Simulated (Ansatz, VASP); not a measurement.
Mo: VASP beside Ansatz

```xyz
2
Lattice="1.7293 0.9984 3.2068 -1.7293 0.9984 3.2068 0.0000 -1.9968 3.2068" Properties=species:S:1:pos:R:3 pbc="T T T"
Mo    0.0000    0.0000    2.1890
Mo    0.0000    0.0000    7.4314
```

Alike in both runs: task relaxation of cell and atoms; functional PBEsol; k mesh 6 × 6 × 6; occupations gaussian, width 0.1 eV; no spin polarisation.

|  | VASP | Ansatz |
| --- | --- | --- |
| version | VASP 6.6.1 | Ansatz 0.2.0 |
| potentials or method | VASP PAW PBE potentials, release 64 (Mo_sv), cutoff 600 eV | scalar-relativistic, plane waves, PAW |
| valence electrons in the cell | 28 | 28 |

VASP gave:

```
gap on the k mesh at the Fermi level, each at its own relaxed structure (eV) : none
relaxed volume (Å³/atom)                                                     : 15.69
relaxed cell length with the largest relative difference (Å)                 : 4.445
```

Estimate Ansatz's values.

gap on the k mesh at the Fermi level, each at its own relaxed structure (eV): none; relaxed volume (Å³/atom): 15.66; relaxed cell length with the largest relative difference (Å): 4.447.

VASP's potentials were made for PBE, not for PBEsol. A gap of «none» marks a metal or a gap that the smearing closes.

The k mesh is coarse, so the values compare programs but aren't converged.
